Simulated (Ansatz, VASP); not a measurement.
# Two plane-wave programs on Si3Sn

INCAR

```
SYSTEM = Si3Sn
PREC = Accurate
ENCUT = 600
EDIFF = 1E-6
ISMEAR = 0
SIGMA = 0.1
LREAL = .False.
LASPH = .True.
NELM = 100
ALGO = Normal
ISIF = 3
LWAVE = .False.
LCHARG = .False.
GGA = PE
IBRION = 2
NSW = 100
EDIFFG = -0.01
```

Contents of KPOINTS:

```
regular mesh
0
Gamma
  16 16 6
  0 0 0
```

File POSCAR:

```
Si3Sn
1.0
    3.0465780699      0.0000000000      0.0000000000
    0.0000000000      3.0465780699      0.0000000000
    0.0000000000      0.0000000000      8.0577997179
Si Sn
3 1
Direct
    0.5000000000      0.5000000000      0.3153026290
    0.0000000000      0.0000000000      0.5000000000
    0.5000000000      0.5000000000      0.6846973710
    0.0000000000      0.0000000000      0.0000000000
```

Input for Ansatz:

```yaml
crystal:
  lattice:
    - [3.0465780699, 0.0, 0.0]
    - [0.0, 3.0465780699, 0.0]
    - [0.0, 0.0, 8.0577997179]
  atoms:
    - { symbol: Si, position: [0.5, 0.5, 0.315302629] }
    - { symbol: Si, position: [0.0, 0.0, 0.5] }
    - { symbol: Si, position: [0.5, 0.5, 0.684697371] }
    - { symbol: Sn, position: [0.0, 0.0, 0.0] }
basis:
  ecutwfc: 420
kpoints:
  mp_grid: { grid: [16, 16, 6] }
hamiltonian:
  xc: pbe
scf:
  occupations: { method: gaussian, width: 0.1 }
output:
  forces: true
  stress: true
  eigenvalues: true
  write_density: true
  write_potential: true
  elf: true
  volumetric_format: npy
relax:
  adjacent_minimum: "off"
  f_tol: 0.01
  max_steps: 80
  cell: { stress_tol: 0.05 }
```

Alike in both runs: task relaxation of cell and atoms; functional PBE; k mesh 16 × 16 × 6; occupations gaussian, width 0.1 eV; no spin polarisation.

```csv
,VASP,Ansatz
version,VASP 6.6.1,Ansatz 0.2.0
potentials or method,"VASP PAW PBE potentials, release 64 (Si, Sn_d), cutoff 600 eV","scalar-relativistic, plane waves, PAW"
valence electrons in the cell,26,26
```

VASP gave:

| Quantity | Value |
| --- | --- |
| gap on the k mesh at the Fermi level, each at its own relaxed structure (eV) | none |
| relaxed volume (Å³/atom) | 18.32 |
| relaxed cell length with the largest relative difference (Å) | 6.786 |

Problem. Estimate Ansatz's values.

Solution. gap on the k mesh at the Fermi level, each at its own relaxed structure (eV): none; relaxed volume (Å³/atom): 18.33; relaxed cell length with the largest relative difference (Å): 6.788.

A gap of «none» marks a metal or a gap that the smearing closes.

Noted on VASP's run: too few bands were computed for a metal, which touches its energy and stress.
